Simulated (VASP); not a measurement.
Input of a VASP 6.6.1 run:

The input INCAR:

```
PREC = Accurate
ENCUT = 600
EDIFF = 1E-6
ISMEAR = 0
SIGMA = 0.1
LREAL = False
LASPH = True
NELM = 80
ALGO = Normal
ISIF = 3
LWAVE = False
LCHARG = False
GGA = PS
IBRION = 2
NSW = 100
EDIFFG = -0.005
```

Contents of KPOINTS:

```
regular mesh
0
Gamma
  18 18 8
```

File POSCAR:

```
TiO
1.0
    2.8197155338      0.0000000000      0.0000000000
   -1.4098577669      2.4419452837      0.0000000000
    0.0000000000      0.0000000000      5.4576096252
Ti O
2 2
Direct
    0.3333333333      0.6666666667      0.2500000000
    0.6666666667      0.3333333333      0.7500000000
    0.0000000000      0.0000000000      0.0000000000
    0.0000000000      0.0000000000      0.5000000000
```

Potentials or basis: VASP PAW PBE potentials, release 64 (Ti_sv, O).

Run with:

```sh
$ cat potpaw_PBE.64/Ti_sv/POTCAR potpaw_PBE.64/O/POTCAR > POTCAR
$ mpirun -np 1 vasp_std > vasp.out
```

Task: Estimate the relaxed cell.

Result: a = 2.821 Å, b = 2.821 Å, c = 5.461 Å, α = 90.00°, β = 90.00°, γ = 120.00°.

Task: Estimate the relaxed volume.

Result: 9.41 Å³/atom.

Task: Predict the space group after relaxing (to 0.1 Å).

Result: P6_3/mmc (No. 194).

Task: Predict the band gap on the k mesh.

Result: Zero (bands 18 and 19 overlap by 0.30 eV).

Final structure:
```yaml
crystal:
  lattice:
    - [2.82094, 0.00000, 0.00000]
    - [-1.41047, 2.44300, 0.00000]
    - [0.00000, 0.00000, 5.46138]
  atoms:
    - { symbol: Ti, position: [0.33333, 0.66667, 0.25000] }
    - { symbol: Ti, position: [0.66667, 0.33333, 0.75000] }
    - { symbol: O, position: [0.00000, 0.00000, 0.00000] }
    - { symbol: O, position: [0.00000, 0.00000, 0.50000] }
```

Caveat: the PAW data sets were made with another functional, which shifts forces and pressure a little; semilocal functionals often make such compounds metallic where correlation or magnetic order opens a gap, which also shifts bond lengths.
